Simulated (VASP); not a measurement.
PbS:

```
Pb S
1.0
     2.07995   -5.99130    0.00000
     2.07995    5.99130    0.00000
     0.00000    0.00000    4.27932
Pb S
2 2
Direct
  0.13056 0.86944 0.25000
  0.86944 0.13056 0.75000
  0.35480 0.64520 0.25000
  0.64520 0.35480 0.75000
```

- Program: VASP 6.6.1
- Task: relaxation of cell and atoms
- Functional: PBE exchange alone
- Potentials or basis: VASP PAW PBE potentials, release 64 (Pb_d, S)
- Cutoff: 600 eV
- k mesh: 7 × 7 × 6
- Occupations: fermi-dirac, width 0.05 eV
- Spin: no spin polarisation

At the start: pressure 10.3 GPa; volume 26.66 Å³/atom.

How do energy, volume and symmetry change on relaxing?

Over 36 steps the energy falls by 207.7 meV/atom and the volume is 40.69 Å³/atom (+52.6 %); space group Cmcm (No. 63, to 0.1 Å) before and after.

Step by step:
| step | energy change (eV) | largest force (eV/Å) | pressure (GPa) | volume (Å³) |
| --- | --- | --- | --- | --- |
| 1 | 0.0000 | 0.4990 | 10.25 | 106.65 |
| 2 | -0.5645 | 0.7235 | -1.44 | 135.21 |
| 3 | -0.6019 | 0.5367 | 0.29 | 128.18 |
| 4 | -0.6019 | 0.5519 | 0.13 | 128.64 |
| 5 | -0.6330 | 0.4737 | 0.08 | 129.92 |
| 6 | -0.6908 | 0.1878 | 0.14 | 133.81 |
| 7 | -0.6971 | 0.0990 | 0.30 | 135.77 |
| 8 | -0.7209 | 0.0502 | 0.10 | 137.68 |
| 9 | -0.7681 | 0.0737 | -0.31 | 143.42 |
| 10 | -0.7943 | 0.2516 | -0.68 | 154.80 |
| 11 | -0.8045 | 0.1562 | 0.48 | 152.71 |
| 12 | -0.8069 | 0.1490 | 0.11 | 153.35 |
| 13 | -0.8121 | 0.1259 | 0.08 | 154.10 |
| 14 | -0.8197 | 0.0719 | -0.01 | 156.27 |
| 15 | -0.8244 | 0.0612 | -0.05 | 156.78 |
| 16 | -0.8272 | 0.0748 | -0.11 | 157.61 |
| 17 | -0.8281 | 0.0196 | 0.23 | 156.84 |
| 18 | -0.8286 | 0.0279 | 0.10 | 157.13 |
| 19 | -0.8291 | 0.0162 | 0.01 | 158.12 |
| 20 | -0.8291 | 0.0188 | 0.02 | 157.97 |
| 21 | -0.8293 | 0.0252 | -0.02 | 158.37 |
| 22 | -0.8295 | 0.0343 | -0.07 | 158.89 |
| 23 | -0.8294 | 0.0520 | -0.15 | 159.92 |
| 24 | -0.8295 | 0.0406 | -0.09 | 159.25 |
| 25 | -0.8296 | 0.0381 | -0.08 | 159.29 |
| 26 | -0.8298 | 0.0318 | -0.07 | 159.42 |
| 27 | -0.8301 | 0.0190 | -0.02 | 159.66 |
| 28 | -0.8304 | 0.0071 | 0.06 | 160.15 |
| 29 | -0.8306 | 0.0069 | 0.05 | 160.62 |
| 30 | -0.8308 | 0.0123 | 0.02 | 161.27 |
| 31 | -0.8308 | 0.0227 | -0.04 | 162.57 |
| 32 | -0.8308 | 0.0178 | -0.01 | 162.01 |
| 33 | -0.8308 | 0.0196 | -0.01 | 162.18 |
| 34 | -0.8309 | 0.0125 | 0.00 | 162.34 |
| 35 | -0.8309 | 0.0147 | 0.02 | 162.46 |
| 36 | -0.8310 | 0.0096 | 0.00 | 162.77 |

Final structure:
```xyz
4
Lattice="2.2572 -7.9463 0.0000 2.2572 7.9463 0.0000 0.0000 0.0000 4.5375" Properties=species:S:1:pos:R:3 pbc="T T T"
Pb    2.2572    5.4039    1.1344
Pb    2.2572   -5.4039    3.4031
S     2.2572    2.6137    1.1344
S     2.2572   -2.6137    3.4031
```

Caveat: the volume moved by over 15 % at a fixed basis, so the end points are rough.
